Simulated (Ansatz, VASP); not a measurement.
**One calculation of KCl, two programs**

File POSCAR:

```
KCl
1.0
    0.0000000000      2.9036120000      3.4085880000
    2.9036120000      0.0000000000      3.4085880000
    2.9036120000      2.9036120000      0.0000000000
K Cl
1 1
Direct
    0.0000000000      0.0000000000      0.0000000000
    0.5000000000      0.5000000000      0.5000000000
```

The input INCAR.step1:

```
SYSTEM = KCl
  PREC = Accurate
  ENCUT = 550
  ISMEAR = 0
  SIGMA = 0.05
  LREAL = .False.
  LASPH = .True.
  NELM = 120
  NBANDS = 15
  GGA = PE
  ALGO = Normal
  EDIFF = 1E-5
  LWAVE = .True.
  LCHARG = .False.
  GGA_COMPAT = .False.
```

File INCAR.step2:

```
SYSTEM = KCl
  PREC = Accurate
  ENCUT = 550
  EDIFF = 1E-6
  ISMEAR = 0
  SIGMA = 0.05
  LREAL = .False.
  LASPH = .True.
  NELM = 120
  ALGO = Normal
  ISIF = 2
  LWAVE = .False.
  LCHARG = .True.
  METAGGA = R2SCAN
  LMIXTAU = .True.
  LELF = .True.
  LVHAR = .True.
  NBANDS = 15
  ISTART = 1
  GGA_COMPAT = .False.
```

Contents of KPOINTS:

```
Automatic mesh
0
Gamma
  6 6 6
  0 0 0
```

Input for Ansatz:

```yaml
crystal:
  lattice:
    - [0.0, 2.903612, 3.408588]
    - [2.903612, 0.0, 3.408588]
    - [2.903612, 2.903612, 0.0]
  atoms:
    - { symbol: K, position: [0.0, 0.0, 0.0] }
    - { symbol: Cl, position: [0.5, 0.5, 0.5] }
basis:
  ecutwfc: 500
kpoints:
  mp_grid: { grid: [6, 6, 6] }
hamiltonian:
  xc: r2scan
scf:
  occupations: { method: gaussian, width: 0.05 }
output:
  forces: true
  stress: true
  eigenvalues: true
```

Change from the starting cell: strain -0.080 along x and y, +0.080 along z, atoms carried along.

Alike in both runs: task single point; functional r2SCAN; k mesh 6 × 6 × 6; occupations gaussian, width 0.05 eV; no spin polarisation.

|  | VASP | Ansatz |
| --- | --- | --- |
| version | VASP 6.6.1 | Ansatz 0.2.0 |
| potentials or method | VASP PAW PBE potentials, release 64 (K_sv, Cl), cutoff 550 eV | scalar-relativistic, plane waves, PAW |
| valence electrons in the cell | 16 | 16 |

```csv
,VASP,Ansatz,Ansatz less VASP
gap on the k mesh at the Fermi level (eV),5.89,5.88,-0.003
least direct gap on the mesh (eV),5.89,5.88,-0.003
pressure (GPa),3.7,3.6,-0.03
"traceless stress, the component that is largest in VASP (GPa)",-5.37,-5.30,+0.067
```

VASP's potentials were made for PBE, not for r2SCAN.
